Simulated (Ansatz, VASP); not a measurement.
# Zr: VASP beside Ansatz

```
Zr
1.0
     3.23405    0.00000    0.00000
    -1.61703    2.80077    0.00000
     0.00000    0.00000    5.16221
Zr
2
Direct
  0.33333 0.66667 0.25000
  0.66667 0.33333 0.75000
```

Alike in both runs: task single point; functional PBE; k mesh 6 × 6 × 3; occupations fermi-dirac, width 0.1 eV; collinear spin.

|  | VASP | Ansatz |
| --- | --- | --- |
| version | VASP 6.6.1 | Ansatz 0.2.0 |
| potentials or method | VASP PAW PBE potentials, release 64 (Zr_sv), cutoff 500 eV | plane waves (420 eV) with PAW, scalar-relativistic |
| valence electrons in the cell | 24 | 24 |

|  | VASP | Ansatz | Ansatz less VASP |
| --- | --- | --- | --- |
| net moment per atom (μB) | 0.00 | 0.00 | 0.000 |

Ansatz's warnings: seeded moment not kept.

The k mesh is coarse, so the values compare programs but aren't converged.
